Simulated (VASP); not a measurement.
Here is a VASP 6.6.1 calculation.

INCAR

```
SYSTEM = Er4Cl
  PREC = Accurate
  ENCUT = 690
  EDIFF = 1E-6
  ISMEAR = 0
  SIGMA = 0.1
  LREAL = .False.
  LASPH = .True.
  NELM = 300
  ALGO = All
  ISIF = 2
  LWAVE = .False.
  LCHARG = .False.
  GGA = PE
  NBANDS = 56
  GGA_COMPAT = .False.
  LMAXMIX = 6
  ISEARCH = 1
  KPAR = 4
```

The input KPOINTS:

```
regular mesh
0
Gamma
  4 4 4
  0 0 0
```

POSCAR

```
Er4Cl
1.0
    4.9877838800      0.0000000000      0.0000000000
    0.0000000000      4.9877838800      0.0000000000
    0.0000000000      0.0000000000      4.9877838800
Er Cl
4 1
Direct
    0.5000000000      0.0000000000      0.0000000000
    0.0000000000      0.5000000000      0.0000000000
    0.0000000000      0.0000000000      0.5000000000
    0.5000000000      0.5000000000      0.5000000000
    0.0000000000      0.0000000000      0.0000000000
```

Potentials or basis: VASP PAW PBE potentials, release 64 (Er, Cl).

Command:

```sh
$ cat potpaw_PBE.64/Er/POTCAR potpaw_PBE.64/Cl/POTCAR > POTCAR
$ mpirun -np 4 vasp_std > vasp.out
```

(1) Estimate the band gap on the k mesh.

(2) Predict the pressure.

## Answers

(1) zero (an odd number of electrons rules out a gap without spin polarisation).

(2) 10.4 GPa.

Caveat: the cell stands under pressure; spin-orbit coupling is left out, which moves the levels of the heavy elements; the run has no spin polarisation, though such a crystal can be magnetic; semilocal functionals describe open f shells poorly, which spoils levels, moments and volumes.
